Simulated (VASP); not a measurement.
# WS2 in VASP: a series of runs

WS2 is run at these levels: PBEsol; tasks: single point.

Everything below comes from runs of VASP 6.6.1. Logs are shortened: lines on timing, memory, paths and dates and some standing lists are left out, and cuts for length are marked.

**1. The cell of the first run**

The cell holds a slab with vacuum, 3 atoms: a = 3.184 Å, b = 3.184 Å, c = 16.951 Å, α = 90.00°, β = 90.00°, γ = 120.00°.

**2. Single point, PBEsol (atoms displaced along a vibrational mode)**

File INCAR:

```
PREC = Accurate
ENCUT = 520
EDIFF = 1E-7
ISMEAR = 0
SIGMA = 0.05
LREAL = False
LASPH = True
NELM = 80
ALGO = Normal
ISIF = 2
LWAVE = False
LCHARG = True
GGA = PS
LELF = True
LVHAR = True
NBANDS = 20
```

File KPOINTS:

```
Automatic mesh
0
Gamma
  12 12 2
```

File POSCAR:

```
WS2
1.0
    3.1835163552      0.0000000000      0.0000000000
   -1.5917581776      2.7570060369      0.0000000000
    0.0000000000      0.0000000000     16.9505778900
W S
1 2
Direct
    0.3333333333      0.6666666667      0.0000000000
    0.6272519342      0.3044797466      0.9079994900
    0.7060813992      0.3621869201      0.0920005100
```

Potentials or basis: VASP PAW PBE potentials, release 64 (W_sv, S).

On the command line:

```sh
cat potpaw_PBE.64/W_sv/POTCAR potpaw_PBE.64/S/POTCAR > POTCAR
mpirun -np 1 vasp_std > vasp.out
```

OUTCAR:

```text
PREC = Accurate
   ENCUT = 520
   EDIFF = 1E-7
   ISMEAR = 0
   LREAL = False
   LASPH = True
   NELM = 80
   ISIF = 2
   GGA = PS

 ion  position               nearest neighbor table
   1  0.333  0.667  0.000-   3 2.33   2 2.35   2 2.39   3 2.44   3 2.47   2 2.49
   2  0.627  0.304  0.908-   1 2.35   1 2.39   1 2.49
   3  0.706  0.362  0.092-   1 2.33   1 2.44   1 2.47

  LATTYP: Found a hexagonal cell.
 ALAT       =     3.1835163552
 C/A-ratio  =     5.3244827413

  Lattice vectors:

 A1 = (   3.1835163552,   0.0000000000,   0.0000000000)
 A2 = (  -1.5917581776,   2.7570060369,   0.0000000000)
 A3 = (   0.0000000000,   0.0000000000,  16.9505778900)

Analysis of symmetry for initial positions (statically):
=====================================================================
 Subroutine PRICEL returns:
 Original cell was already a primitive cell.

 Routine SETGRP: Setting up the symmetry group for a
 hexagonal supercell.

 Subroutine GETGRP returns: Found  1 space group operations
 (whereof  1 operations were pure point group operations)
 out of a pool of 24 trial point group operations.

The static configuration has the point symmetry C_1 .

Analysis of symmetry for dynamics (positions and initial velocities):
=====================================================================
 Subroutine PRICEL returns:
 Original cell was already a primitive cell.

 Routine SETGRP: Setting up the symmetry group for a
 hexagonal supercell.

 Subroutine GETGRP returns: Found  1 space group operations
 (whereof  1 operations were pure point group operations)
 out of a pool of 24 trial point group operations.

The dynamic configuration has the point symmetry C_1 .

 Subroutine INISYM returns: Found  1 space group operations
 (whereof  1 operations are pure point group operations),
 and found     1 'primitive' translations

----------------------------------------------------------------------------------------

                                     Primitive cell

  volume of cell :     148.7748

  direct lattice vectors                    reciprocal lattice vectors
     3.183516355  0.000000000  0.000000000     0.314118066  0.181356150  0.000000000
    -1.591758178  2.757006037  0.000000000     0.000000000  0.362712300  0.000000000
     0.000000000  0.000000000 16.950577890     0.000000000  0.000000000  0.058995039

  length of vectors
     3.183516355  3.183516355 16.950577890     0.362712300  0.362712300  0.058995039

  position of ions in fractional coordinates (direct lattice)
     0.333333333  0.666666667  0.000000000
     0.627251934  0.304479747  0.907999490
     0.706081399  0.362186920  0.092000510

  ion indices of the primitive-cell ions
   primitive index   ion index
                 1           1
                 2           2
                 3           3

----------------------------------------------------------------------------------------

 KPOINTS: Automatic mesh

Automatic generation of k-mesh.
 Grid dimensions read from file:
 generate k-points for:   12   12    2

 Generating k-lattice:

  Cartesian coordinates                     Fractional coordinates (reciprocal lattice)
     0.026176505  0.015113012  0.000000000     0.083333333 -0.000000000  0.000000000
     0.000000000  0.030226025  0.000000000     0.000000000  0.083333333  0.000000000
     0.000000000  0.000000000  0.029497519     0.000000000  0.000000000  0.500000000

  Length of vectors
     0.030226025  0.030226025  0.029497519

  Shift w.r.t. Gamma in fractional coordinates (k-lattice)
     0.000000000  0.000000000  0.000000000

 Subroutine IBZKPT returns following result:
 ===========================================

 Found    148 irreducible k-points:

 Following reciprocal coordinates:
            Coordinates               Weight
  0.000000  0.000000  0.000000      1.000000
  0.083333  0.000000  0.000000      2.000000
  0.000000  0.083333  0.000000      2.000000
 -0.083333  0.083333  0.000000      2.000000
  0.166667  0.000000  0.000000      2.000000
  0.000000  0.166667  0.000000      2.000000
[... 16 lines left out ...]
  0.166667  0.083333  0.000000      2.000000
 -0.083333  0.250000  0.000000      2.000000
 [... further k-points ...]
   k-points           NKPTS =    148   k-points in BZ     NKDIM =    148   number of bands    NBANDS=     20
   number of dos      NEDOS =    301   number of ions     NIONS =      3
   total plane-waves  NPLWV =  72576
   dimension x,y,z NGX =    24 NGY =   24 NGZ =  126
   dimension x,y,z NGXF=    48 NGYF=   48 NGZF=  252
   ions per type =               1   2
   NGX,Y,Z   is equivalent  to a cutoff of  12.53, 12.53, 12.36 a.u.
   NGXF,Y,Z  is equivalent  to a cutoff of  25.07, 25.07, 24.72 a.u.
 SYSTEM =  unknown system
   PREC   = accura    normal or accurate (medium, high low for compatibility)
   ISTART =      0    job   : 0-new  1-cont  2-samecut
   ICHARG =      2    charge: 1-file 2-atom 10-const
   ISPIN  =      1    spin polarized calculation?
   LNONCOLLINEAR =      F non collinear calculations
   LSORBIT =      F    spin-orbit coupling
   LASPH  =      T    aspherical Exc in radial PAW
   ENCUT  =  520.0 eV  38.22 Ry    6.18 a.u.   5.92  5.92 31.52*2*pi/ulx,y,z
   NELM   =     80;   NELMIN=  2; NELMDL= -5     # of ELM steps
   EDIFF  = 0.1E-06   stopping-criterion for ELM
   LREAL  =      F    real-space projection
   EDIFFG = 0.1E-05   stopping-criterion for IOM
   NSW    =      0    number of steps for IOM
   IBRION =     -1    ionic relax: 0-MD 1-quasi-New 2-CG
   NFREE  =      0    steps in history (QN), initial steepest desc. (CG)
   ISIF   =      2    stress and relaxation
   ISYM   =      2    0-nonsym 1-usesym 2-fastsym
   POTIM  = 0.5000    time-step for ionic-motion
   TEBEG  =    0.0;   TEEND  =   0.0 temperature during run
   PSTRESS=    0.0 pullay stress
   NELECT =      26.0000    total number of electrons
   NUPDOWN=      -1.0000    fix difference up-down
   EMIN   =  10.00;   EMAX   =-10.00  energy-range for DOS
   EFERMI =   0.00;   METHOD = LEGACY
   ISMEAR =     0;   SIGMA  =   0.05  broadening in eV -4-tet -1-fermi 0-gaus
   EFERMI_NEDOS =   21; number of points for ismear=-14 and -15
   IALGO  =     38    algorithm
   IMIX   =      4    mixing-type and parameters
     AMIX     =   0.40;   BMIX     =  1.00
     AMIX_MAG =   1.60;   BMIX_MAG =  1.00
  volume/ion in A,a.u.               =      49.59       334.66
  Fermi-wavevector in a.u.,A,eV,Ry     =   0.915285  1.729637 11.398226  0.837746
  Thomas-Fermi vector in A             =   2.040009
   LORBIT       =      0    0 simple, 1 ext, 2 COOP (PROOUT), +10 PAW based schemes
   GGA     = PS    functional components
   LHFCALC =     F    Hartree Fock is set to
   AEXX    =    0.0000 exact exchange contribution
   IVDW    =     0    specifies the selected vdW correction
   LEPSILON=     F    determine dielectric tensor
   LRPA    =     F    only Hartree local field effects (RPA)
 non-spin polarized calculation
 Gauss-broadening in eV      SIGMA  =   0.05
  energy-cutoff  :      520.00
  volume of cell :      148.77
 maximum number of plane-waves:      4032
   NGX = 11   NGY = 11   NGZ = 63

 number of electron      25.9999997 magnetization

 Free energy of the ion-electron system (eV)
  ---------------------------------------------------
  ext. energy  EPLUGINS =         0.00000000
  ---------------------------------------------------
  free energy    TOTEN  =       -25.10986716 eV

  energy without entropy =      -25.10986716  energy(sigma->0) =      -25.10986716

 E-fermi :  -0.8513     XC(G=0):  -4.5475

 val. band max:       -1.2467939493   @ k =   0.0000   0.0000   0.5000
 cond. band min:       0.5051926174   @ k =   0.3333   0.3333   0.0000
 fundamental gap:      1.7519865667
 Fermi energy:        -0.8513285026

 k-point     1 :       0.0000    0.0000    0.0000
  band No.  band energies     occupation
      1     -75.2289      2.00000
      2     -39.4809      2.00000
      3     -39.3291      2.00000
      4     -39.3252      2.00000
      5     -16.0350      2.00000
      6     -14.3512      2.00000
[... 12 lines left out ...]
     19       4.3291      0.00000
     20       4.3559      0.00000

 k-point     2 :       0.0833    0.0000    0.0000
  band No.  band energies     occupation
      1     -75.2278      2.00000
      2     -39.4767      2.00000
      3     -39.3519      2.00000
      4     -39.3308      2.00000
      5     -15.9197      2.00000
      6     -14.3097      2.00000
[... 12 lines left out ...]
     19       4.4656      0.00000
     20       4.7036      0.00000

 k-point     3 :       0.0000    0.0833    0.0000
  band No.  band energies     occupation
      1     -75.2278      2.00000
      2     -39.4767      2.00000
      3     -39.3503      2.00000
      4     -39.3323      2.00000
      5     -15.9195      2.00000
      6     -14.3098      2.00000
[... 12 lines left out ...]
     19       4.4662      0.00000
     20       4.7107      0.00000

 k-point     4 :      -0.0833    0.0833    0.0000
  band No.  band energies     occupation
      1     -75.2278      2.00000
      2     -39.4767      2.00000
      3     -39.3486      2.00000
      4     -39.3341      2.00000
      5     -15.9194      2.00000
      6     -14.3099      2.00000
[... 12 lines left out ...]
     19       4.4667      0.00000
     20       4.7177      0.00000

 k-point     5 :       0.1667    0.0000    0.0000
  band No.  band energies     occupation
      1     -75.2247      2.00000
      2     -39.4655      2.00000
      3     -39.4141      2.00000
      4     -39.3454      2.00000
      5     -15.5912      2.00000
      6     -14.1920      2.00000
[... 12 lines left out ...]
     19       4.8579      0.00000
     20       5.5729      0.00000
[... 353 lines left out ...]
      6     -14.2305      2.00000
[... 12 lines left out ...]
     19       4.7328      0.00000
     20       5.3953      0.00000

 k-point    22 :      -0.1667    0.0833    0.0000
  band No.  band energies     occupation
      1     -75.2257      2.00000
      2     -39.4690      2.00000
      3     -39.3918      2.00000
      4     -39.3435      2.00000
      5     -15.6973      2.00000
      6     -14.2302      2.00000
[... 12 lines left out ...]
     19       4.7324      0.00000
     20       5.3840      0.00000

 k-point    23 :       0.1667    0.0833    0.0000
  band No.  band energies     occupation
      1     -75.2221      2.00000
      2     -39.4640      2.00000
      3     -39.4554      2.00000
      4     -39.3619      2.00000
      5     -15.2882      2.00000
      6     -14.0835      2.00000
[... 12 lines left out ...]
     19       5.2342      0.00000
     20       6.0920      0.00000

 k-point    24 :      -0.0833    0.2500    0.0000
  band No.  band energies     occupation
      1     -75.2221      2.00000
      2     -39.4614      2.00000
      3     -39.4551      2.00000
      4     -39.3649      2.00000
      5     -15.2869      2.00000
      6     -14.0846      2.00000
[... 12 lines left out ...]
     19       5.2342      0.00000
     20       6.1118      0.00000

 [... further k-points ...]
[... 5 lines left out ...]
  --------------------------------------------------------------------------------------
  -------------------------------------------------------------------------------------
  Total       -1.0986799     -1.0999638      0.1485181      0.0133753     -2.4575993     -2.4576270
  in kB      -11.8318443    -11.8456709      1.5994133      0.1440411    -26.4662464    -26.4665439
  external PRESSURE =      -7.3593673 kB  Pullay stress =       0.0000000 kB

 VOLUME and BASIS-vectors are now :
 -----------------------------------------------------------------------------
  energy-cutoff  :      520.00
  volume of cell :      148.77
      direct lattice vectors                 reciprocal lattice vectors
     3.183516355  0.000000000  0.000000000     0.314118066  0.181356150  0.000000000
    -1.591758178  2.757006037  0.000000000     0.000000000  0.362712300  0.000000000
     0.000000000  0.000000000 16.950577890     0.000000000  0.000000000  0.058995039

 POSITION                                       TOTAL-FORCE (eV/Angst)
 -----------------------------------------------------------------------------------
     -0.00000      1.83800      0.00000         0.206160      0.000045     -0.019379
      1.51221      0.83945     15.39112         0.684933      0.788026     -0.046822
      1.67131      0.99855      1.55946        -0.891094     -0.788071      0.066200
 -----------------------------------------------------------------------------------
    total drift:                               -0.000009     -0.000004      0.000004

  FREE ENERGIE OF THE ION-ELECTRON SYSTEM (eV)
  ---------------------------------------------------
  free  energy   TOTEN  =       -25.1098671583 eV

  energy  without entropy=      -25.1098671583  energy(sigma->0) =      -25.10986716
```

Run time: 9.6 min. Hardware: 1 thread of AMD EPYC 7R13 (Zen 3), shared host; peak memory 0.51 GiB.

Results:

```
Free energy            : -25.1099 eV
Largest force          : 1.191 eV/Å
Band gap on the k mesh : 1.75 eV (least direct gap 1.76 eV)
```

Forces in eV/Å, atoms in the order of the input:
```
W    0.206  0.000 -0.019
S    0.685  0.788 -0.047
S   -0.891 -0.788  0.066
```

Caveat: the cell differs from its parent crystal (atoms displaced along a vibrational mode); there is no dipole correction, which matters where the two faces differ; the PAW data sets were made with another functional, which shifts forces and pressure a little; spin-orbit coupling is left out, which moves the levels of the heavy elements.

**3. Single point, PBEsol (atoms displaced along a vibrational mode)**

File INCAR:

```
SYSTEM = WS2
PREC = Accurate
ENCUT = 520
EDIFF = 1E-6
ISMEAR = 0
SIGMA = 0.05
LREAL = .FALSE.
LASPH = .TRUE.
NELM = 100
ALGO = Normal
ISIF = 2
LWAVE = .FALSE.
LCHARG = .FALSE.
GGA = PS
NBANDS = 20
```

File KPOINTS:

```
Automatic mesh
0
G
  12 12 2
  0 0 0
```

File POSCAR:

```
WS2
1.0
    3.1835163552      0.0000000000      0.0000000000
   -1.5917581776      2.7570060369      0.0000000000
    0.0000000000      0.0000000000     16.9505778900
W S
1 2
Direct
    0.3333333333      0.6666666667      0.0000000000
    0.6535284225      0.3237154711      0.9079994900
    0.6798049108      0.3429511956      0.0920005100
```

Potentials or basis: VASP PAW PBE potentials, release 64 (W_sv, S).

On the command line:

```sh
cat potpaw_PBE.64/W_sv/POTCAR potpaw_PBE.64/S/POTCAR > POTCAR
mpirun -np 1 vasp_std > vasp.out
```

Wall time 11 min (1 thread of AMD EPYC 7R13 (Zen 3), shared host); peak memory 0.5 GiB.

Results (log left out):

* Free energy: -25.2214 eV
* Largest force: 0.390 eV/Å
* Band gap on the k mesh: 1.78 eV

Forces on the atoms (eV/Å):
```
W    0.023  0.000 -0.001
S    0.252  0.263  0.086
S   -0.275 -0.263 -0.086
```

Levels at points of the mesh, in eV from the valence-band top:
```
           k point  band 10  band 11  band 12  band 13  band 14  band 15  band 16  band 17
(0.00, 0.00, 0.00)    -2.05    -1.65    -1.64     0.00     2.86     2.87     3.12     3.13
(0.50, 0.00, 0.00)    -3.44    -2.10    -1.27    -0.92     2.84     3.30     4.05     4.78
(0.00, 0.50, 0.00)    -3.43    -2.10    -1.27    -0.92     2.84     3.30     4.06     4.76
(0.50, 0.50, 0.00)    -3.43    -2.09    -1.27    -0.92     2.84     3.30     4.06     4.74
(0.00, 0.00, 0.50)    -2.05    -1.65    -1.64     0.00     2.86     2.87     3.12     3.13
(0.50, 0.00, 0.50)    -3.44    -2.10    -1.27    -0.92     2.84     3.30     4.05     4.78
(0.00, 0.50, 0.50)    -3.43    -2.10    -1.27    -0.92     2.84     3.30     4.06     4.76
(0.50, 0.50, 0.50)    -3.43    -2.09    -1.27    -0.92     2.84     3.30     4.06     4.74
```

Caveat: the cell differs from its parent crystal (atoms displaced along a vibrational mode); there is no dipole correction, which matters where the two faces differ; the PAW data sets were made with another functional, which shifts forces and pressure a little; spin-orbit coupling is left out, which moves the levels of the heavy elements.
